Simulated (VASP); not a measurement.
# SnO2 (CdI2 type): electric field gradients with PBE

Crystal: SnO2 (CdI2 type).

```
Sn O
1.0
     3.22820    0.00000    0.00000
    -1.61410    2.79570    0.00000
     0.00000    0.00000    5.49235
Sn O
1 2
Direct
  0.00000 0.00000 0.00000
  0.33333 0.66667 0.18416
  0.66667 0.33333 0.81584
```

```
Program                : VASP 6.6.1
Task                   : electric field gradients
Functional             : PBE
Potentials or basis    : VASP PAW PBE potentials, release 64 (Sn_d, O)
Cutoff                 : 520 eV
k mesh                 : 13 × 13 × 7, shifted
Occupations            : fermi-dirac, width 0.08 eV
Spin                   : no spin polarisation
Dipole correction      : no
Further INCAR settings : ALGO = Normal; EDIFF = 1e-08; NBANDS = 20; ISYM = 0
```

```yaml
Pressure: 0.5 GPa
Largest_force: 0.051 eV/Å
Band_gap_on_the_k_mesh: 2.39 eV (least direct gap 2.71 eV)
Largest_electric_field_gradient_by_atom: Sn +124.4; O -67.8 V/Å²
```

Forces in eV/Å, atoms in the order of the input:
```
Sn   0.000  0.000  0.000
O    0.000  0.000  0.051
O    0.000  0.000 -0.051
```

Stress tensor (GPa, compression positive):
```
0.62 0.00 0.00
0.00 0.62 0.00
0.00 0.00 0.19
```

Levels at points of the mesh, in eV from the valence-band top:
```tsv
k point	band 11	band 12	band 13	band 14	band 15	band 16
(0.50, 0.50, 0.50)	-1.09	-0.41	-0.16	5.32	7.29	10.37
(0.50, 0.00, 0.50)	-1.09	-0.41	-0.16	5.32	7.29	10.37
(0.00, 0.50, 0.50)	-1.09	-0.41	-0.16	5.32	7.29	10.37
```

Electric field gradients, principal values (V/Å²):
```
atom    least   middle  greatest (by size)
1 Sn  -62.220  -62.224             124.444
 2 O   33.893   33.899             -67.792
 3 O   33.893   33.899             -67.792
```

Wall time 35 min on 1 thread of Intel Xeon 8259CL (shared host), peak memory 1.5 GiB.

Caveat: without QUAD_EFG the Cq values of the log hold for a quadrupole moment of 1 mb, not for the nuclei; spin-orbit coupling is left out, which moves the levels of the heavy elements; a shifted mesh leaves out Γ, where band edges can lie. A k mesh can miss the band edges.
